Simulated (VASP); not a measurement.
# GaN (F-43m) in VASP: single point with PBEsol

Aim: the single point of GaN with PBEsol.

All numbers are computed with VASP 6.6.1; they aren't measurements. Logs are shortened: lines on timing, memory, paths and dates and some standing lists are left out, and cuts for length are marked.

### Step 1. The cell of the first run

The structure is cubic, space group F-43m (No. 216). The conventional cell has a = 4.507 Å, b = 4.507 Å, c = 4.507 Å, α = 90.00°, β = 90.00°, γ = 90.00°. Within 2.6 Å of Ga (site symmetry -43m) lie 4 N at 1.95 Å. N (site symmetry -43m) has 4 Ga at 1.95 Å within 2.6 Å.

### Step 2. Single point, PBEsol

INCAR reads:

```
PREC = Accurate
ENCUT = 600
EDIFF = 1E-6
ISMEAR = 0
SIGMA = 0.01
LREAL = False
LASPH = True
NELM = 120
ALGO = Normal
ISIF = 2
LWAVE = False
LCHARG = True
GGA = PS
LELF = True
LVHAR = True
NBANDS = 16
GGA_COMPAT = False
```

KPOINTS reads:

```
regular mesh
0
Gamma
  10 10 10
```

POSCAR reads:

```
GaN
1.0
    0.0000000000      2.2535006075      2.2535006075
    2.2535006075      0.0000000000      2.2535006075
    2.2535006075      2.2535006075      0.0000000000
Ga N
1 1
Direct
    0.0000000000      0.0000000000      0.0000000000
    0.2500000000      0.2500000000      0.2500000000
```

Potentials or basis: VASP PAW PBE potentials, release 64 (Ga_d, N).

Run with:

```console
cat potpaw_PBE.64/Ga_d/POTCAR potpaw_PBE.64/N/POTCAR > POTCAR
mpirun -np 1 vasp_std > vasp.out
```

OUTCAR:

```text
PREC = Accurate
   ENCUT = 600
   EDIFF = 1E-6
   ISMEAR = 0
   LREAL = False
   LASPH = True
   NELM = 120
   ISIF = 2
   GGA = PS

 ion  position               nearest neighbor table
   1  0.000  0.000  0.000-   2 1.95   2 1.95   2 1.95   2 1.95
   2  0.250  0.250  0.250-   1 1.95   1 1.95   1 1.95   1 1.95

  LATTYP: Found a face centered cubic cell.
 ALAT       =     4.5070012150

  Lattice vectors:

 A1 = (   0.0000000000,   2.2535006075,   2.2535006075)
 A2 = (   2.2535006075,   0.0000000000,   2.2535006075)
 A3 = (   2.2535006075,   2.2535006075,   0.0000000000)

Analysis of symmetry for initial positions (statically):
=====================================================================
 Subroutine PRICEL returns:
 Original cell was already a primitive cell.

 Routine SETGRP: Setting up the symmetry group for a
 face centered cubic supercell.

 Subroutine GETGRP returns: Found 24 space group operations
 (whereof 24 operations were pure point group operations)
 out of a pool of 48 trial point group operations.

The static configuration has the point symmetry T_d .

Analysis of symmetry for dynamics (positions and initial velocities):
=====================================================================
 Subroutine PRICEL returns:
 Original cell was already a primitive cell.

 Routine SETGRP: Setting up the symmetry group for a
 face centered cubic supercell.

 Subroutine GETGRP returns: Found 24 space group operations
 (whereof 24 operations were pure point group operations)
 out of a pool of 48 trial point group operations.

The dynamic configuration has the point symmetry T_d .

 Subroutine INISYM returns: Found 24 space group operations
 (whereof 24 operations are pure point group operations),
 and found     1 'primitive' translations

----------------------------------------------------------------------------------------

                                     Primitive cell

  volume of cell :      22.8877

  direct lattice vectors                    reciprocal lattice vectors
     0.000000000  2.253500607  2.253500607    -0.221877020  0.221877020  0.221877020
     2.253500607  0.000000000  2.253500607     0.221877020 -0.221877020  0.221877020
     2.253500607  2.253500607  0.000000000     0.221877020  0.221877020 -0.221877020

  length of vectors
     3.186931122  3.186931122  3.186931122     0.384302272  0.384302272  0.384302272

  position of ions in fractional coordinates (direct lattice)
     0.000000000  0.000000000  0.000000000
     0.250000000  0.250000000  0.250000000

  ion indices of the primitive-cell ions
   primitive index   ion index
                 1           1
                 2           2

----------------------------------------------------------------------------------------

 KPOINTS: regular mesh

Automatic generation of k-mesh.
 Grid dimensions read from file:
 generate k-points for:   10   10   10

 Generating k-lattice:

  Cartesian coordinates                     Fractional coordinates (reciprocal lattice)
    -0.022187702  0.022187702  0.022187702     0.100000000  0.000000000  0.000000000
     0.022187702 -0.022187702  0.022187702     0.000000000  0.100000000  0.000000000
     0.022187702  0.022187702 -0.022187702     0.000000000  0.000000000  0.100000000

  Length of vectors
     0.038430227  0.038430227  0.038430227

  Shift w.r.t. Gamma in fractional coordinates (k-lattice)
     0.000000000  0.000000000  0.000000000

 Subroutine IBZKPT returns following result:
 ===========================================

 Found     47 irreducible k-points:

 Following reciprocal coordinates:
            Coordinates               Weight
  0.000000  0.000000  0.000000      1.000000
  0.100000  0.000000  0.000000      8.000000
  0.200000  0.000000  0.000000      8.000000
  0.300000  0.000000  0.000000      8.000000
  0.400000  0.000000  0.000000      8.000000
  0.500000  0.000000  0.000000      4.000000
[... 16 lines left out ...]
  0.300000  0.300000  0.000000      6.000000
  0.400000  0.300000  0.000000     24.000000
 [... further k-points ...]
   k-points           NKPTS =     47   k-points in BZ     NKDIM =     47   number of bands    NBANDS=     16
   number of dos      NEDOS =    301   number of ions     NIONS =      2
   total plane-waves  NPLWV =  21952
   dimension x,y,z NGX =    28 NGY =   28 NGZ =   28
   dimension x,y,z NGXF=    56 NGYF=   56 NGZF=   56
   ions per type =               1   1
   NGX,Y,Z   is equivalent  to a cutoff of  14.61, 14.61, 14.61 a.u.
   NGXF,Y,Z  is equivalent  to a cutoff of  29.21, 29.21, 29.21 a.u.
 SYSTEM =  unknown system
   PREC   = accura    normal or accurate (medium, high low for compatibility)
   ISTART =      0    job   : 0-new  1-cont  2-samecut
   ICHARG =      2    charge: 1-file 2-atom 10-const
   ISPIN  =      1    spin polarized calculation?
   LNONCOLLINEAR =      F non collinear calculations
   LSORBIT =      F    spin-orbit coupling
   LASPH  =      T    aspherical Exc in radial PAW
   ENCUT  =  600.0 eV  44.10 Ry    6.64 a.u.   6.37  6.37  6.37*2*pi/ulx,y,z
   NELM   =    120;   NELMIN=  2; NELMDL= -5     # of ELM steps
   EDIFF  = 0.1E-05   stopping-criterion for ELM
   LREAL  =      F    real-space projection
   EDIFFG = 0.1E-04   stopping-criterion for IOM
   NSW    =      0    number of steps for IOM
   IBRION =     -1    ionic relax: 0-MD 1-quasi-New 2-CG
   NFREE  =      0    steps in history (QN), initial steepest desc. (CG)
   ISIF   =      2    stress and relaxation
   ISYM   =      2    0-nonsym 1-usesym 2-fastsym
   POTIM  = 0.5000    time-step for ionic-motion
   TEBEG  =    0.0;   TEEND  =   0.0 temperature during run
   PSTRESS=    0.0 pullay stress
   NELECT =      18.0000    total number of electrons
   NUPDOWN=      -1.0000    fix difference up-down
   EMIN   =  10.00;   EMAX   =-10.00  energy-range for DOS
   EFERMI =   0.00;   METHOD = LEGACY
   ISMEAR =     0;   SIGMA  =   0.01  broadening in eV -4-tet -1-fermi 0-gaus
   EFERMI_NEDOS =   21; number of points for ismear=-14 and -15
   IALGO  =     38    algorithm
   IMIX   =      4    mixing-type and parameters
     AMIX     =   0.40;   BMIX     =  1.00
     AMIX_MAG =   1.60;   BMIX_MAG =  1.00
  volume/ion in A,a.u.               =      11.44        77.23
  Fermi-wavevector in a.u.,A,eV,Ry     =   1.511117  2.855596 31.068543  2.283473
  Thomas-Fermi vector in A             =   2.621216
   LORBIT       =      0    0 simple, 1 ext, 2 COOP (PROOUT), +10 PAW based schemes
   GGA     = PS    functional components
   LHFCALC =     F    Hartree Fock is set to
   AEXX    =    0.0000 exact exchange contribution
   IVDW    =     0    specifies the selected vdW correction
   LEPSILON=     F    determine dielectric tensor
   LRPA    =     F    only Hartree local field effects (RPA)
 non-spin polarized calculation
 Gauss-broadening in eV      SIGMA  =   0.01
  energy-cutoff  :      600.00
  volume of cell :       22.89
 maximum number of plane-waves:       785
 NGX is ok and might be reduce to    28
   NGX = 13   NGY = 13   NGZ = 13

 number of electron      18.0000005 magnetization

 Free energy of the ion-electron system (eV)
  ---------------------------------------------------
  ext. energy  EPLUGINS =         0.00000000
  ---------------------------------------------------
  free energy    TOTEN  =       -13.12373015 eV

  energy without entropy =      -13.12373015  energy(sigma->0) =      -13.12373015

 E-fermi :   5.1906     XC(G=0): -11.9021

 val. band max:        5.1491426831   @ k =   0.0000   0.0000   0.0000
 cond. band min:       6.8322060813   @ k =   0.0000   0.0000   0.0000
 fundamental gap:      1.6830633982
 Fermi energy:         5.1906466439

 k-point     1 :       0.0000    0.0000    0.0000
  band No.  band energies     occupation
      1     -10.7832      2.00000
      2      -8.2541      2.00000
      3      -8.2541      2.00000
      4      -8.2541      2.00000
      5      -7.9290      2.00000
      6      -7.9290      2.00000
[... 8 lines left out ...]
     15      23.8411      0.00000
     16      23.8411      0.00000

 k-point     2 :       0.1000    0.0000    0.0000
  band No.  band energies     occupation
      1     -10.6704      2.00000
      2      -8.2403      2.00000
      3      -8.2403      2.00000
      4      -8.2166      2.00000
      5      -7.9303      2.00000
      6      -7.9303      2.00000
[... 8 lines left out ...]
     15      22.5669      0.00000
     16      22.5669      0.00000

 k-point     3 :       0.2000    0.0000    0.0000
  band No.  band energies     occupation
      1     -10.3849      2.00000
      2      -8.2083      2.00000
      3      -8.2083      2.00000
      4      -8.0576      2.00000
      5      -7.9292      2.00000
      6      -7.9292      2.00000
[... 8 lines left out ...]
     15      21.8025      0.00000
     16      21.8025      0.00000

 k-point     4 :       0.3000    0.0000    0.0000
  band No.  band energies     occupation
      1     -10.0790      2.00000
      2      -8.1798      2.00000
      3      -8.1798      2.00000
      4      -7.9155      2.00000
      5      -7.9155      2.00000
      6      -7.6635      2.00000
[... 8 lines left out ...]
     15      22.2880      0.00000
     16      22.2880      0.00000
[... 324 lines left out ...]
 k-point    22 :      -0.2000    0.2000    0.0000
  band No.  band energies     occupation
      1      -9.9853      2.00000
      2      -8.1637      2.00000
      3      -8.1484      2.00000
      4      -7.9518      2.00000
      5      -7.9435      2.00000
      6      -7.4857      2.00000
[... 8 lines left out ...]
     15      22.3757      0.00000
     16      25.5504      0.00000

 k-point    23 :       0.3000    0.3000    0.0000
  band No.  band energies     occupation
      1      -9.8960      2.00000
      2      -8.1071      2.00000
      3      -8.0616      2.00000
      4      -8.0616      2.00000
      5      -7.8780      2.00000
      6      -7.4730      2.00000
[... 8 lines left out ...]
     15      27.1051      0.00000
     16      27.4878      0.00000

 k-point    24 :       0.4000    0.3000    0.0000
  band No.  band energies     occupation
      1      -9.7744      2.00000
      2      -8.1252      2.00000
      3      -8.0270      2.00000
      4      -8.0263      2.00000
      5      -7.8677      2.00000
      6      -7.0140      2.00000
[... 8 lines left out ...]
     15      27.3413      0.00000
     16      27.4818      0.00000

 [... further k-points ...]
[... 5 lines left out ...]
  --------------------------------------------------------------------------------------
  -------------------------------------------------------------------------------------
  Total       -0.2108238     -0.2108238     -0.2108238      0.0000000     -0.0000000     -0.0000000
  in kB      -14.7579883    -14.7579883    -14.7579883      0.0000000     -0.0000000     -0.0000000
  external PRESSURE =     -14.7579883 kB  Pullay stress =       0.0000000 kB

 VOLUME and BASIS-vectors are now :
 -----------------------------------------------------------------------------
  energy-cutoff  :      600.00
  volume of cell :       22.89
      direct lattice vectors                 reciprocal lattice vectors
     0.000000000  2.253500607  2.253500607    -0.221877020  0.221877020  0.221877020
     2.253500607  0.000000000  2.253500607     0.221877020 -0.221877020  0.221877020
     2.253500607  2.253500607  0.000000000     0.221877020  0.221877020 -0.221877020

 POSITION                                       TOTAL-FORCE (eV/Angst)
 -----------------------------------------------------------------------------------
      0.00000      0.00000      0.00000         0.000000      0.000000      0.000000
      1.12675      1.12675      1.12675        -0.000000     -0.000000     -0.000000
 -----------------------------------------------------------------------------------
    total drift:                                0.000000      0.000000      0.000000

  FREE ENERGIE OF THE ION-ELECTRON SYSTEM (eV)
  ---------------------------------------------------
  free  energy   TOTEN  =       -13.1237301496 eV

  energy  without entropy=      -13.1237301496  energy(sigma->0) =      -13.12373015
```

Wall time 20 s (1 thread of Intel Xeon Platinum 8488C (Sapphire Rapids), shared host); peak memory 0.17 GiB.

Results:

```
Free energy            : -13.1237 eV
Pressure               : -1.5 GPa
Band gap on the k mesh : 1.68 eV, direct
```

Levels at points of the mesh, in eV from the valence-band top:
| k point | band 6 | band 7 | band 8 | band 9 | band 10 | band 11 | band 12 | band 13 |
| --- | --- | --- | --- | --- | --- | --- | --- | --- |
| (0.00, 0.00, 0.00) | -13.08 | 0.00 | 0.00 | 0.00 | 1.68 | 10.20 | 10.20 | 10.20 |
| (0.50, 0.00, 0.00) | -11.83 | -7.11 | -0.98 | -0.98 | 4.56 | 8.63 | 10.26 | 10.26 |
| (0.50, 0.50, 0.00) | -11.40 | -6.18 | -2.73 | -2.73 | 3.22 | 6.56 | 11.57 | 13.88 |

Caveat: the PAW data sets were made with another functional, which shifts forces and pressure a little. Expect the measured gap to be larger: semilocal functionals such as PBEsol lack the derivative discontinuity.
